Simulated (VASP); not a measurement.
# PbSe in VASP: single point with PBE

Aim: the single point of PbSe with PBE.

Everything below comes from runs of VASP 6.6.1. Logs are shortened: lines on timing, memory, paths and dates and some standing lists are left out, and cuts for length are marked.

### Step 1. The cell of the first run

The cell holds a slab with vacuum, 4 atoms: a = 4.501 Å, b = 4.501 Å, c = 12.642 Å, α = 100.23°, β = 100.23°, γ = 90.13°.

### Step 2. Single point, PBE

The input, INCAR:

```
ALGO = Normal
EDIFF = 1E-6
ENCUT = 500
GGA = PE
GGA_COMPAT = F
ISIF = 2
ISMEAR = 0
LASPH = T
LCHARG = F
LREAL = F
LWAVE = F
NBANDS = 28
NELM = 120
PREC = Accurate
SIGMA = 0.05
```

The input, KPOINTS:

```
k-points
0
Gamma
  8 8 8
```

The input, POSCAR:

```
PbSe
1.0
   -3.1793067418      0.0000000000     -3.1867407389
   -3.1793067418      0.0000000000      3.1867407389
    3.1793067418     12.2361685397      0.0000000000
Pb Se
2 2
Direct
    0.1947330000      0.1907300000      0.3854630000
    0.8092700000      0.8052670000      0.6145370000
    0.7044190000      0.6744230000      0.3788420000
    0.3255770000      0.2955810000      0.6211580000
```

Potentials or basis: VASP PAW PBE potentials, release 64 (Pb_d, Se).

Run with:

```bash
$ cat potpaw_PBE.64/Pb_d/POTCAR potpaw_PBE.64/Se/POTCAR > POTCAR
$ mpirun -np 1 vasp_std > vasp.out
```

OUTCAR:

```text
EDIFF = 1E-6
   ENCUT = 500
   GGA = PE
   ISIF = 2
   ISMEAR = 0
   LASPH = T
   LREAL = F
   NELM = 120
   PREC = Accurate

 ion  position               nearest neighbor table
   1  0.195  0.191  0.385-   4 2.89   3 3.10   3 3.18   3 3.18   3 3.27
   2  0.809  0.805  0.615-   3 2.89   4 3.10   4 3.18   4 3.18   4 3.27
   3  0.704  0.674  0.379-   2 2.89   1 3.10   1 3.18   1 3.18   1 3.27
   4  0.326  0.296  0.621-   1 2.89   2 3.10   2 3.18   2 3.18   2 3.27

  LATTYP: Found a face centered orthorhombic cell.
 ALAT       =     6.3586134836
 B/A-ratio  =     1.0023382447
 C/A-ratio  =     3.8486907787

  Lattice vectors:

 A1 = (   0.0000000000,  12.2361685397,   3.1867407389)
 A2 = (  -3.1793067418,  12.2361685397,   0.0000000000)
 A3 = (  -3.1793067418,   0.0000000000,   3.1867407389)

Analysis of symmetry for initial positions (statically):
=====================================================================
 Subroutine PRICEL returns:
 Original cell was already a primitive cell.

 Routine SETGRP: Setting up the symmetry group for a
 face centered orthorhombic supercell.

 Subroutine GETGRP returns: Found  4 space group operations
 (whereof  4 operations were pure point group operations)
 out of a pool of  8 trial point group operations.

The static configuration has the point symmetry C_2v.

Analysis of symmetry for dynamics (positions and initial velocities):
=====================================================================
 Subroutine PRICEL returns:
 Original cell was already a primitive cell.

 Routine SETGRP: Setting up the symmetry group for a
 face centered orthorhombic supercell.

 Subroutine GETGRP returns: Found  4 space group operations
 (whereof  4 operations were pure point group operations)
 out of a pool of  8 trial point group operations.

The dynamic configuration has the point symmetry C_2v.

 Subroutine INISYM returns: Found  4 space group operations
 (whereof  4 operations are pure point group operations),
 and found     1 'primitive' translations

----------------------------------------------------------------------------------------

                                     Primitive cell

  volume of cell :     247.9446

  direct lattice vectors                    reciprocal lattice vectors
    -3.179306742  0.000000000 -3.186740739    -0.157266990  0.040862464 -0.156900119
    -3.179306742  0.000000000  3.186740739    -0.157266990  0.040862464  0.156900119
     3.179306742 12.236168540  0.000000000     0.000000000  0.081724929  0.000000000

  length of vectors
     4.501478412  4.501478412 12.642460674     0.225876723  0.225876723  0.081724929

  position of ions in fractional coordinates (direct lattice)
     0.194733000  0.190730000  0.385463000
     0.809270000  0.805267000  0.614537000
     0.704419000  0.674423000  0.378842000
     0.325577000  0.295581000  0.621158000

  ion indices of the primitive-cell ions
   primitive index   ion index
                 1           1
                 2           2
                 3           3
                 4           4

----------------------------------------------------------------------------------------

 KPOINTS: k-points

Automatic generation of k-mesh.
 Grid dimensions read from file:
 generate k-points for:    8    8    8

 Generating k-lattice:

  Cartesian coordinates                     Fractional coordinates (reciprocal lattice)
    -0.019658374  0.005107808 -0.019612515     0.125000000  0.000000000  0.000000000
    -0.019658374  0.005107808  0.019612515     0.000000000  0.125000000  0.000000000
     0.000000000  0.010215616  0.000000000     0.000000000  0.000000000  0.125000000

  Length of vectors
     0.028234590  0.028234590  0.010215616

  Shift w.r.t. Gamma in fractional coordinates (k-lattice)
     0.000000000  0.000000000  0.000000000

 Subroutine IBZKPT returns following result:
 ===========================================

 Found     95 irreducible k-points:

 Following reciprocal coordinates:
            Coordinates               Weight
  0.000000  0.000000  0.000000      1.000000
  0.125000  0.000000  0.000000      8.000000
  0.250000  0.000000  0.000000      8.000000
  0.375000  0.000000 -0.000000      8.000000
  0.500000  0.000000  0.000000      4.000000
  0.125000  0.125000  0.000000      4.000000
[... 16 lines left out ...]
  0.125000  0.000000  0.125000      8.000000
  0.250000  0.000000  0.125000      8.000000
 [... further k-points ...]
   k-points           NKPTS =     95   k-points in BZ     NKDIM =     95   number of bands    NBANDS=     28
   number of dos      NEDOS =    301   number of ions     NIONS =      4
   total plane-waves  NPLWV = 124416
   dimension x,y,z NGX =    36 NGY =   36 NGZ =   96
   dimension x,y,z NGXF=    72 NGYF=   72 NGZF=  192
   ions per type =               2   2
   NGX,Y,Z   is equivalent  to a cutoff of  13.30, 13.30, 12.62 a.u.
   NGXF,Y,Z  is equivalent  to a cutoff of  26.59, 26.59, 25.25 a.u.
 SYSTEM =  unknown system
   PREC   = accura    normal or accurate (medium, high low for compatibility)
   ISTART =      0    job   : 0-new  1-cont  2-samecut
   ICHARG =      2    charge: 1-file 2-atom 10-const
   ISPIN  =      1    spin polarized calculation?
   LNONCOLLINEAR =      F non collinear calculations
   LSORBIT =      F    spin-orbit coupling
   LASPH  =      T    aspherical Exc in radial PAW
   ENCUT  =  500.0 eV  36.75 Ry    6.06 a.u.   8.21  8.21 23.05*2*pi/ulx,y,z
   NELM   =    120;   NELMIN=  2; NELMDL= -5     # of ELM steps
   EDIFF  = 0.1E-05   stopping-criterion for ELM
   LREAL  =      F    real-space projection
   EDIFFG = 0.1E-04   stopping-criterion for IOM
   NSW    =      0    number of steps for IOM
   IBRION =     -1    ionic relax: 0-MD 1-quasi-New 2-CG
   NFREE  =      0    steps in history (QN), initial steepest desc. (CG)
   ISIF   =      2    stress and relaxation
   ISYM   =      2    0-nonsym 1-usesym 2-fastsym
   POTIM  = 0.5000    time-step for ionic-motion
   TEBEG  =    0.0;   TEEND  =   0.0 temperature during run
   PSTRESS=    0.0 pullay stress
   NELECT =      40.0000    total number of electrons
   NUPDOWN=      -1.0000    fix difference up-down
   EMIN   =  10.00;   EMAX   =-10.00  energy-range for DOS
   EFERMI =   0.00;   METHOD = LEGACY
   ISMEAR =     0;   SIGMA  =   0.05  broadening in eV -4-tet -1-fermi 0-gaus
   EFERMI_NEDOS =   21; number of points for ismear=-14 and -15
   IALGO  =     38    algorithm
   IMIX   =      4    mixing-type and parameters
     AMIX     =   0.40;   BMIX     =  1.00
     AMIX_MAG =   1.60;   BMIX_MAG =  1.00
  volume/ion in A,a.u.               =      61.99       418.30
  Fermi-wavevector in a.u.,A,eV,Ry     =   0.891203  1.684129 10.806328  0.794243
  Thomas-Fermi vector in A             =   2.012993
   LORBIT       =      0    0 simple, 1 ext, 2 COOP (PROOUT), +10 PAW based schemes
   GGA     = PE    functional components
   LHFCALC =     F    Hartree Fock is set to
   AEXX    =    0.0000 exact exchange contribution
   IVDW    =     0    specifies the selected vdW correction
   LEPSILON=     F    determine dielectric tensor
   LRPA    =     F    only Hartree local field effects (RPA)
 non-spin polarized calculation
 Gauss-broadening in eV      SIGMA  =   0.05
  energy-cutoff  :      500.00
  volume of cell :      247.94
 maximum number of plane-waves:      6328
 NGX is ok and might be reduce to    36
   NGX = 17   NGY = 17   NGZ = 45

 number of electron      39.9999999 magnetization

 Free energy of the ion-electron system (eV)
  ---------------------------------------------------
  ext. energy  EPLUGINS =         0.00000000
  ---------------------------------------------------
  free energy    TOTEN  =       -16.04882788 eV

  energy without entropy =      -16.04882788  energy(sigma->0) =      -16.04882788

 E-fermi :  -0.2905     XC(G=0):  -5.4057

 val. band max:       -0.5313670184   @ k =   0.3750   0.0000   0.2500
 cond. band min:       1.0275408330   @ k =   0.5000   0.0000   0.2500
 fundamental gap:      1.5589078514
 Fermi energy:        -0.2905199773

 k-point     1 :       0.0000    0.0000    0.0000
  band No.  band energies     occupation
      1     -16.9295      2.00000
      2     -16.8749      2.00000
      3     -16.8624      2.00000
      4     -16.8574      2.00000
      5     -16.8570      2.00000
      6     -16.8552      2.00000
[... 20 lines left out ...]
     27       4.7654      0.00000
     28       4.9178      0.00000

 k-point     2 :       0.1250    0.0000    0.0000
  band No.  band energies     occupation
      1     -16.9245      2.00000
      2     -16.8724      2.00000
      3     -16.8614      2.00000
      4     -16.8594      2.00000
      5     -16.8572      2.00000
      6     -16.8564      2.00000
[... 20 lines left out ...]
     27       4.3612      0.00000
     28       5.0405      0.00000

 k-point     3 :       0.2500    0.0000    0.0000
  band No.  band energies     occupation
      1     -16.9116      2.00000
      2     -16.8661      2.00000
      3     -16.8653      2.00000
      4     -16.8632      2.00000
      5     -16.8609      2.00000
      6     -16.8536      2.00000
[... 20 lines left out ...]
     27       4.2200      0.00000
     28       5.8826      0.00000

 k-point     4 :       0.3750    0.0000   -0.0000
  band No.  band energies     occupation
      1     -16.8958      2.00000
      2     -16.8714      2.00000
      3     -16.8683      2.00000
      4     -16.8667      2.00000
      5     -16.8596      2.00000
      6     -16.8519      2.00000
[... 578 lines left out ...]
     27       4.7654      0.00000
     28       4.9177      0.00000

 k-point    23 :       0.1250    0.0000    0.1250
  band No.  band energies     occupation
      1     -16.9245      2.00000
      2     -16.8724      2.00000
      3     -16.8614      2.00000
      4     -16.8594      2.00000
      5     -16.8572      2.00000
      6     -16.8564      2.00000
[... 20 lines left out ...]
     27       4.3613      0.00000
     28       5.0404      0.00000

 k-point    24 :       0.2500    0.0000    0.1250
  band No.  band energies     occupation
      1     -16.9116      2.00000
      2     -16.8661      2.00000
      3     -16.8653      2.00000
      4     -16.8632      2.00000
      5     -16.8609      2.00000
      6     -16.8536      2.00000
[... 20 lines left out ...]
     27       4.3364      0.00000
     28       5.7104      0.00000

 [... further k-points ...]
[... 5 lines left out ...]
  --------------------------------------------------------------------------------------
  -------------------------------------------------------------------------------------
  Total       -1.9293513     -1.5964606     -1.9452884      0.0000000      0.0000000      0.0000000
  in kB      -12.4671531    -10.3160678    -12.5701361      0.0000000      0.0000000      0.0000000
  external PRESSURE =     -11.7844523 kB  Pullay stress =       0.0000000 kB

 VOLUME and BASIS-vectors are now :
 -----------------------------------------------------------------------------
  energy-cutoff  :      500.00
  volume of cell :      247.94
      direct lattice vectors                 reciprocal lattice vectors
    -3.179306742  0.000000000 -3.186740739    -0.157266990  0.040862464 -0.156900119
    -3.179306742  0.000000000  3.186740739    -0.157266990  0.040862464  0.156900119
     3.179306742 12.236168540  0.000000000     0.000000000  0.081724929  0.000000000

 POSITION                                       TOTAL-FORCE (eV/Angst)
 -----------------------------------------------------------------------------------
      0.00000      4.71659     -0.01276         0.000000      0.282224      0.018281
     -3.17931      7.51958     -0.01276        -0.000000     -0.282224      0.018281
     -3.17931      4.63557     -0.09559         0.000000      0.262641     -0.018281
     -0.00000      7.60059     -0.09559         0.000000     -0.262641     -0.018281
 -----------------------------------------------------------------------------------
    total drift:                               -0.000000      0.000000     -0.000797

  FREE ENERGIE OF THE ION-ELECTRON SYSTEM (eV)
  ---------------------------------------------------
  free  energy   TOTEN  =       -16.0488278753 eV

  energy  without entropy=      -16.0488278753  energy(sigma->0) =      -16.04882788
```

It took 14 min on 1 thread of Intel Xeon 6975P-C, shared host; peak memory 0.71 GiB.

What came out:

```
Free energy            : -16.0488 eV
Largest force          : 0.283 eV/Å
Band gap on the k mesh : 1.56 eV, indirect (least direct gap 1.64 eV)
```

Forces on the atoms (eV/Å):
```
Pb   0.000  0.282  0.018
Pb   0.000 -0.282  0.018
Se   0.000  0.263 -0.018
Se   0.000 -0.263 -0.018
```

Caveat: spin-orbit coupling is left out, which moves the levels of the heavy elements.
